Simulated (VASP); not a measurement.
The system is CdF2.

```
Cd F
1.0
     0.00000    2.74070    2.74070
     2.74070    0.00000    2.74070
     2.74070    2.74070    0.00000
Cd F
1 2
Direct
  0.00000 0.00000 0.00000
  0.25000 0.25000 0.25000
  0.75000 0.75000 0.75000
```

Base run:

| Property | Result |
| --- | --- |
| Program | VASP 6.6.1 |
| Functional | r2SCAN |
| Potentials or basis | VASP PAW PBE potentials, release 64 (Cd, F) |
| Cutoff | 520 eV |
| k mesh | 8 × 8 × 8 |
| Occupations | gaussian, width 0.02 eV |
| Spin | no spin polarisation |

Its results: band gap on the k mesh 3.56 eV, indirect (least direct gap 4.13 eV); pressure -4.4 GPa.

**Question.** The run is repeated on the same cell with these changes: functional from r2SCAN to HSE06; k mesh from 8 × 8 × 8 to 6 × 6 × 6. What comes out?

**Answer.** Band gap on the k mesh 4.98 eV, indirect (least direct gap 5.60 eV); pressure -2.7 GPa.

Several settings changed at once, so the effect can't be laid on one alone.

Caveats: the PAW data sets were made with another functional, which shifts forces and pressure a little.

A k mesh can miss the band edges.
